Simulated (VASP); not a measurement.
Input of a VASP 6.6.1 run:

The input INCAR:

```
SYSTEM = Ge16H
PREC = Accurate
ENCUT = 520
EDIFF = 1E-6
ISMEAR = -1
SIGMA = 0.05
LREAL = Auto
LASPH = .TRUE.
NELM = 80
ALGO = Normal
ISIF = 2
LWAVE = .FALSE.
LCHARG = .FALSE.
GGA = PE
NBANDS = 126
```

Contents of KPOINTS:

```
regular mesh
0
G
  2 2 2
  0 0 0
```

POSCAR

```
Ge16H
1.0
    0.0000000000      5.6600000000      5.6600000000
    5.6600000000      0.0000000000      5.6600000000
    5.6600000000      5.6600000000      0.0000000000
Ge H
16 1
Direct
   -0.0739222615      0.0594346290      0.0076148410
    0.1153003534      0.1416961131      0.0917137809
    0.0471554770     -0.0148586572      0.4671908127
    0.1169081272      0.0994169611      0.6437809187
    0.1164310954      0.5146819788     -0.0265194346
    0.1161130742      0.7118727915      0.1089045936
   -0.0865459364      0.5378356890      0.5305035336
    0.1815194346      0.6312544170      0.5996113074
    0.4943197880      0.0218286219      0.0007332155
    0.5549116608      0.1744876325      0.1378268551
    0.5186484099      0.0605035336      0.4761395760
    0.6977208481      0.0164664311      0.6600000000
    0.4896289753      0.5561484099      0.0324381625
    0.7429858657      0.6698056537      0.0591342756
    0.5170671378      0.4107067138      0.4111837456
    0.5484805654      0.6123144876      0.6419787986
    0.7899116608      0.6548586572      0.8486395760
```

Potentials or basis: VASP PAW PBE potentials, release 64 (Ge_d, H).

The run is started by

```bash
$ cat potpaw_PBE.64/Ge_d/POTCAR potpaw_PBE.64/H/POTCAR > POTCAR
$ mpirun -np 1 vasp_std > vasp.out
```

Problem. Predict the pressure.

Solution. 5.8 GPa.

Problem. Estimate the largest force.

Solution. 2.966 eV/Å.

Problem. Estimate the band gap on the k mesh.

Solution. Zero (an odd number of electrons rules out a gap without spin polarisation).

Stress tensor (GPa, compression positive):
```
6.83 1.68 1.05
1.68 6.13 1.07
1.05 1.07 4.58
```

Caveat: the k points lie up to 0.48 Å⁻¹ apart, too coarse for converged energies and pressures of a metal; the atoms stand as in a frame of molecular dynamics; an odd number of electrons without spin polarisation forces a metal; a magnetic or distorted state may lie lower.
